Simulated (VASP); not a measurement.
# Zn (P6_3/mmc) in VASP: further runs

The runs below take Zn through single point, with PBE.

Everything below comes from runs of VASP 6.6.1. Logs are shortened: lines on timing, memory, paths and dates and some standing lists are left out, and cuts for length are marked.

**1. The cell of the first run**

Symmetry: P6_3/mmc, No. 194, hexagonal system. The conventional cell has a = 2.558 Å, b = 2.558 Å, c = 5.145 Å, α = 90.00°, β = 90.00°, γ = 120.00°. Zn (site symmetry -6m2) has 12 Zn at 2.56 to 2.97 Å within 3.4 Å.

**2. Single point, PBE (strain -0.040 along x and y, +0.040 along z)**

INCAR

```
PREC = Accurate
ENCUT = 520
EDIFF = 1E-6
ISMEAR = 0
SIGMA = 0.15
LREAL = False
LASPH = True
NELM = 100
ALGO = Fast
ISIF = 2
LWAVE = False
LCHARG = True
GGA = PE
LELF = True
LVHAR = True
NBANDS = 19
```

KPOINTS

```
Automatic mesh
0
Gamma
  24 24 10
```

POSCAR

```
Zn
1.0
    2.5582061311      0.0000000000      0.0000000000
   -1.2791030655      2.2154714976      0.0000000000
    0.0000000000      0.0000000000      5.1445680000
Zn
2
Direct
    0.3333333333      0.6666666667      0.2500000000
    0.6666666667      0.3333333333      0.7500000000
```

Potentials or basis: VASP PAW PBE potentials, release 64 (Zn).

Command:

```sh
cat potpaw_PBE.64/Zn/POTCAR > POTCAR
mpirun -np 1 vasp_std > vasp.out
```

OUTCAR:

```text
PREC = Accurate
   ENCUT = 520
   EDIFF = 1E-6
   ISMEAR = 0
   LREAL = False
   LASPH = True
   NELM = 100
   ISIF = 2
   GGA = PE

 ion  position               nearest neighbor table
   1  0.333  0.667  0.250-   2 2.97   2 2.97   2 2.97   2 2.97   2 2.97   2 2.97
   2  0.667  0.333  0.750-   1 2.97   1 2.97   1 2.97   1 2.97   1 2.97   1 2.97

  LATTYP: Found a hexagonal cell.
 ALAT       =     2.5582061311
 C/A-ratio  =     2.0110060473

  Lattice vectors:

 A1 = (   2.5582061311,   0.0000000000,   0.0000000000)
 A2 = (  -1.2791030655,   2.2154714976,   0.0000000000)
 A3 = (   0.0000000000,   0.0000000000,   5.1445680000)

Analysis of symmetry for initial positions (statically):
=====================================================================
 Subroutine PRICEL returns:
 Original cell was already a primitive cell.

 Routine SETGRP: Setting up the symmetry group for a
 hexagonal supercell.

 Subroutine GETGRP returns: Found 24 space group operations
 (whereof 12 operations were pure point group operations)
 out of a pool of 24 trial point group operations.

The static configuration has the point symmetry D_3d.
 The point group associated with its full space group is D_6h.

Analysis of symmetry for dynamics (positions and initial velocities):
=====================================================================
 Subroutine PRICEL returns:
 Original cell was already a primitive cell.

 Routine SETGRP: Setting up the symmetry group for a
 hexagonal supercell.

 Subroutine GETGRP returns: Found 24 space group operations
 (whereof 12 operations were pure point group operations)
 out of a pool of 24 trial point group operations.

The dynamic configuration has the point symmetry D_3d.
 The point group associated with its full space group is D_6h.

 Subroutine INISYM returns: Found 24 space group operations
 (whereof 12 operations are pure point group operations),
 and found     1 'primitive' translations

----------------------------------------------------------------------------------------

                                     Primitive cell

  volume of cell :      29.1575

  direct lattice vectors                    reciprocal lattice vectors
     2.558206131  0.000000000  0.000000000     0.390898915  0.225685594  0.000000000
    -1.279103065  2.215471498  0.000000000     0.000000000  0.451371187  0.000000000
[... 83 lines left out ...]
   ENCUT  =  520.0 eV  38.22 Ry    6.18 a.u.   4.76  4.76  9.57*2*pi/ulx,y,z
   NELM   =    100;   NELMIN=  2; NELMDL= -5     # of ELM steps
   EDIFF  = 0.1E-05   stopping-criterion for ELM
   LREAL  =      F    real-space projection
   EDIFFG = 0.1E-04   stopping-criterion for IOM
   NSW    =      0    number of steps for IOM
   IBRION =     -1    ionic relax: 0-MD 1-quasi-New 2-CG
   NFREE  =      0    steps in history (QN), initial steepest desc. (CG)
   ISIF   =      2    stress and relaxation
   ISYM   =      2    0-nonsym 1-usesym 2-fastsym
   POTIM  = 0.5000    time-step for ionic-motion
   TEBEG  =    0.0;   TEEND  =   0.0 temperature during run
   PSTRESS=    0.0 pullay stress
   NELECT =      24.0000    total number of electrons
   NUPDOWN=      -1.0000    fix difference up-down
   EMIN   =  10.00;   EMAX   =-10.00  energy-range for DOS
   EFERMI =   0.00;   METHOD = LEGACY
   ISMEAR =     0;   SIGMA  =   0.15  broadening in eV -4-tet -1-fermi 0-gaus
   EFERMI_NEDOS =   21; number of points for ismear=-14 and -15
   IALGO  =     68    algorithm
   IMIX   =      4    mixing-type and parameters
     AMIX     =   0.40;   BMIX     =  1.00
     AMIX_MAG =   1.60;   BMIX_MAG =  1.00
  volume/ion in A,a.u.               =      14.58        98.38
  Fermi-wavevector in a.u.,A,eV,Ry     =   1.534246  2.899305 32.026907  2.353911
  Thomas-Fermi vector in A             =   2.641201
   LORBIT       =      0    0 simple, 1 ext, 2 COOP (PROOUT), +10 PAW based schemes
   GGA     = PE    functional components
   LHFCALC =     F    Hartree Fock is set to
   AEXX    =    0.0000 exact exchange contribution
   IVDW    =     0    specifies the selected vdW correction
   LEPSILON=     F    determine dielectric tensor
   LRPA    =     F    only Hartree local field effects (RPA)
 non-spin polarized calculation
 RMM-DIIS sequential band-by-band and
 Gauss-broadening in eV      SIGMA  =   0.15
  energy-cutoff  :      520.00
  volume of cell :       29.16
 maximum number of plane-waves:       804
 NGX is ok and might be reduce to    20
   NGX =  9   NGY =  9   NGZ = 19

 number of electron      23.9999977 magnetization

 Free energy of the ion-electron system (eV)
  ---------------------------------------------------
  ext. energy  EPLUGINS =         0.00000000
  ---------------------------------------------------
  free energy    TOTEN  =        -2.17293034 eV

  energy without entropy =       -2.16824626  energy(sigma->0) =       -2.17058830

 E-fermi :   3.2777     XC(G=0): -11.7492

 val. band max:        3.2692949657   @ k =   0.3750   0.1250   0.1000
 cond. band min:       3.2907316949   @ k =   0.3750   0.0833   0.0000
 fundamental gap:      0.0214367292
 Fermi energy:         3.2777265097

 k-point     1 :       0.0000    0.0000    0.0000
  band No.  band energies     occupation
      1      -7.3641      2.00000
      2      -5.6231      2.00000
      3      -4.7865      2.00000
      4      -4.4462      2.00000
      5      -4.4462      2.00000
      6      -4.4102      2.00000
[... 505 lines left out ...]
      6      -4.1774      2.00000
[... 11 lines left out ...]
     18      19.1488      0.00000
     19      20.0293      0.00000

 [... further k-points ...]

------------------------ aborting loop because EDIFF is reached ----------------------------------------

  FORCE on cell =-STRESS in cart. coord.  units (eV):
  Direction    XX          YY          ZZ          XY          YZ          ZX
  --------------------------------------------------------------------------------------
  -------------------------------------------------------------------------------------
  Total        1.6657634      1.6657634      0.3603430      0.0000000     -0.0000000      0.0000000
  in kB       91.5320715     91.5320715     19.8004956      0.0000000     -0.0000000      0.0000000
  external PRESSURE =      67.6215462 kB  Pullay stress =       0.0000000 kB

 VOLUME and BASIS-vectors are now :
 -----------------------------------------------------------------------------
  energy-cutoff  :      520.00
  volume of cell :       29.16
      direct lattice vectors                 reciprocal lattice vectors
     2.558206131  0.000000000  0.000000000     0.390898915  0.225685594  0.000000000
    -1.279103065  2.215471498  0.000000000     0.000000000  0.451371187  0.000000000
     0.000000000  0.000000000  5.144568000     0.000000000  0.000000000  0.194379781

 POSITION                                       TOTAL-FORCE (eV/Angst)
 -----------------------------------------------------------------------------------
     -0.00000      1.47698      1.28614         0.000000     -0.000000      0.000000
      1.27910      0.73849      3.85843        -0.000000      0.000000      0.000000
 -----------------------------------------------------------------------------------
    total drift:                               -0.000000      0.000000      0.000000

  FREE ENERGIE OF THE ION-ELECTRON SYSTEM (eV)
  ---------------------------------------------------
  free  energy   TOTEN  =        -2.1729303355 eV

  energy  without entropy=       -2.1682462579  energy(sigma->0) =       -2.17058830
```

stdout:

```text
POSCAR found type information on POSCAR Zn
 POSCAR found :  1 types and       2 ions
 scaLAPACK will be used
 LDA part: xc-table for (Slater+PW92), standard interpolation
 POSCAR, INCAR and KPOINTS ok, starting setup
 FFT: planning ... GRIDC
 FFT: planning ... GRID_SOFT
 FFT: planning ... GRID
 WAVECAR not read
 entering main loop
WARNING in EDDRMM: call to ZHEGV failed, returncode =   8  4     19
WARNING in EDDRMM: call to ZHEGV failed, returncode =   8  4     17
WARNING in EDDRMM: call to ZHEGV failed, returncode =   6  3     18
```

Run time: 87 s. Hardware: 1 thread of AMD EPYC 9R45 (Zen 5), shared host; peak memory 0.24 GiB.

What came out:

```
Free energy            : -2.1729 eV
Pressure               : 6.8 GPa
Band gap on the k mesh : zero (bands 12 and 13 overlap by 5.68 eV)
```

Stress tensor (GPa, compression positive):
```
9.15 0.00 0.00
0.00 9.15 0.00
0.00 0.00 1.98
```

Caveat: the cell differs from its parent crystal (strain -0.040 along x and y, +0.040 along z); the stress differs along the axes, from 2 to 9 GPa.

**3. Single point, PBE (strain -0.040 along x and y, +0.080 along z)**

INCAR

```
ALGO     = Fast           # electronic algorithm
EDIFF    = 1E-6           # SCF threshold, eV
ENCUT    = 520            # plane-wave cutoff, eV
GGA      = PE             # functional
ISIF     = 2              # what is computed and relaxed
ISMEAR   = 0              # smearing method
LASPH    = True           # aspherical terms in the spheres
LCHARG   = False          # write CHGCAR
LREAL    = False          # projectors in reciprocal space
LWAVE    = False          # write WAVECAR
NBANDS   = 19             # bands
NELM     = 80             # most SCF steps
PREC     = Accurate       # precision mode
SIGMA    = 0.15           # smearing width, eV
```

KPOINTS

```
k-points
0
Gamma
  24 24 10
```

POSCAR, as its differences from that of step 2:

```diff
@@ -4,3 +4,3 @@
    -1.2791030655      2.2154714976      0.0000000000
-    0.0000000000      0.0000000000      5.1445680000
+    0.0000000000      0.0000000000      5.3424360000
 Zn
```

Potentials or basis: VASP PAW PBE potentials, release 64 (Zn).

Command:

```sh
cat potpaw_PBE.64/Zn/POTCAR > POTCAR
mpirun -np 1 vasp_std > vasp.out
```

It took 82 s on 1 thread of AMD EPYC 9R45 (Zen 5), shared host; peak memory 0.25 GiB.

Results (log left out):

| Property | Result |
| --- | --- |
| Free energy | -2.1763 eV |
| Pressure | 4.6 GPa |
| Band gap on the k mesh | zero (bands 12 and 13 overlap by 5.99 eV) |

Stress tensor (GPa, compression positive):
```
6.69 0.00 0.00
0.00 6.69 0.00
0.00 0.00 0.38
```

Levels at points of the mesh, in eV from the Fermi level:
```
           k point  band 8  band 9  band 10  band 11  band 12  band 13  band 14  band 15  band 16  band 17
(0.00, 0.00, 0.00)   -7.13   -7.13    -7.02    -7.02    -4.16    -3.96    10.13    14.24    20.16    20.16
(0.50, 0.00, 0.00)   -7.10   -6.74    -6.73    -2.35    -1.49     2.16     3.77     3.83     5.78    12.04
(0.00, 0.00, 0.50)   -7.61   -7.07    -7.07    -7.07    -7.07     2.68     2.68    21.22    21.22    21.22
(0.50, 0.00, 0.50)   -7.10   -6.73    -6.73    -1.58    -1.58     0.76     0.76     8.97     8.97    12.47
```

Caveat: the cell differs from its parent crystal (strain -0.040 along x and y, +0.080 along z); the stress differs along the axes, from 0 to 7 GPa.

(Continued in part 2 of 2.)

The gap in the log of VASP goes by the Fermi energy; the results here count the filled bands.